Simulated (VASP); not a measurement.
A run of VASP 6.6.1 is set up as follows.

The input INCAR:

```
PREC     = Accurate       # precision mode
ENCUT    = 600            # plane-wave cutoff, eV
EDIFF    = 1E-7           # SCF threshold, eV
ISMEAR   = 0              # smearing method
SIGMA    = 0.1            # smearing width, eV
LREAL    = F              # projectors in reciprocal space
LASPH    = T              # aspherical terms in the spheres
NELM     = 60             # most SCF steps
ALGO     = Normal         # electronic algorithm
ISIF     = 3              # what is computed and relaxed
LWAVE    = F              # write WAVECAR
LCHARG   = F              # write CHGCAR
GGA      = PE             # functional
IBRION   = 2              # ionic algorithm
NSW      = 90             # ionic steps
EDIFFG   = -0.04          # ionic threshold
```

Contents of KPOINTS:

```
Automatic mesh
0
Gamma
  4 4 4
```

File POSCAR:

```
Ga4S
1.0
    4.6404180500      0.0000000000      0.0000000000
    0.0000000000      4.6404180500      0.0000000000
    0.0000000000      0.0000000000      4.6404180500
Ga S
4 1
Direct
    0.0000000000      0.0000000000      0.0000000000
    0.5000000000      0.5000000000      0.0000000000
    0.5000000000      0.0000000000      0.5000000000
    0.0000000000      0.5000000000      0.5000000000
    0.5000000000      0.5000000000      0.5000000000
```

Potentials or basis: VASP PAW PBE potentials, release 64 (Ga_d, S).

Run with:

```bash
$ cat potpaw_PBE.64/Ga_d/POTCAR potpaw_PBE.64/S/POTCAR > POTCAR
$ mpirun -np 1 vasp_std > vasp.out
```

Task: Predict the relaxed volume.

Result: 23.50 Å³/atom.

Task: Estimate the space group after relaxing (to 0.05 Å).

Result: Pm-3m (No. 221).

Step by step:
```tsv
step	energy change (eV)	largest force (eV/Å)	pressure (GPa)	volume (Å³)
1	0.0000	0.0000	8.30	99.92
2	-0.3794	0.0000	0.50	115.65
3	-0.3821	0.0000	-0.02	117.50
```

Caveat: the volume moved by over 15 % at a fixed basis, so the end points are rough.
